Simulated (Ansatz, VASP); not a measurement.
**Hf3N in VASP and in Ansatz**

INCAR

```
ALGO = Normal ; EDIFF = 1E-6
EDIFFG = -0.04 ; ENCUT = 600
GGA = PE ; IBRION = 2
ISIF = 3 ; ISMEAR = 0
LASPH = True ; LCHARG = False
LREAL = False ; LWAVE = False
NELM = 100 ; NSW = 90
PREC = Accurate ; SIGMA = 0.1
```

The input KPOINTS:

```
k-points
0
Gamma
  3 3 4
```

File POSCAR:

```
Hf3N
1.0
    5.7677341097      0.0000000000      0.0000000000
   -2.8838670548      4.9950042612      0.0000000000
    0.0000000000      0.0000000000      4.6294965400
Hf N
6 2
Direct
    0.8330000000      0.6660000000      0.2500000000
    0.1670000000      0.8330000000      0.7500000000
    0.3340000000      0.1670000000      0.2500000000
    0.1670000000      0.3340000000      0.7500000000
    0.8330000000      0.1670000000      0.2500000000
    0.6660000000      0.8330000000      0.7500000000
    0.3333333333      0.6666666667      0.2500000000
    0.6666666667      0.3333333333      0.7500000000
```

Input for Ansatz:

```yaml
crystal:
  lattice:
    - [5.7677341097, 0.0, 0.0]
    - [-2.8838670548, 4.9950042612, 0.0]
    - [0.0, 0.0, 4.62949654]
  atoms:
    - { symbol: Hf, position: [0.833, 0.666, 0.25] }
    - { symbol: Hf, position: [0.167, 0.833, 0.75] }
    - { symbol: Hf, position: [0.334, 0.167, 0.25] }
    - { symbol: Hf, position: [0.167, 0.334, 0.75] }
    - { symbol: Hf, position: [0.833, 0.167, 0.25] }
    - { symbol: Hf, position: [0.666, 0.833, 0.75] }
    - { symbol: "N", position: [0.3333333333, 0.6666666667, 0.25] }
    - { symbol: "N", position: [0.6666666667, 0.3333333333, 0.75] }
basis:
  ecutwfc: 420
kpoints:
  mp_grid: { grid: [3, 3, 4] }
hamiltonian:
  xc: pbe
scf:
  occupations: { method: gaussian, width: 0.1 }
  lower_state_search: "off"
output:
  forces: true
  stress: true
  eigenvalues: true
relax:
  adjacent_minimum: "off"
  f_tol: 0.04
  max_steps: 70
  cell: { stress_tol: 0.4 }
```

Alike in both runs: task relaxation of cell and atoms; functional PBE; k mesh 3 × 3 × 4; occupations gaussian, width 0.1 eV; no spin polarisation.

|  | VASP | Ansatz |
| --- | --- | --- |
| version | VASP 6.6.1 | Ansatz 0.2.0 |
| potentials or method | VASP PAW PBE potentials, release 64 (Hf_pv, N), cutoff 600 eV | scalar-relativistic, plane waves, PAW |
| valence electrons in the cell | 70 | 166 |

Ansatz gave:

```
gap on the k mesh at the Fermi level, each at its own relaxed structure (eV) : none
relaxed volume (Å³/atom)                                                     : 17.64
relaxed cell length with the largest relative difference (Å)                 : 5.803
```

Q: Estimate VASP's values.

A: gap on the k mesh at the Fermi level, each at its own relaxed structure (eV): none; relaxed volume (Å³/atom): 17.52; relaxed cell length with the largest relative difference (Å): 5.788.

A gap of «none» marks a metal or a gap that the smearing closes. VASP's potentials hold 70 valence electrons a cell and Ansatz's 166, so a difference there can come from the potentials and not from the codes.

The k mesh is coarse, so the values compare programs but aren't converged. Spin-orbit coupling is off throughout.
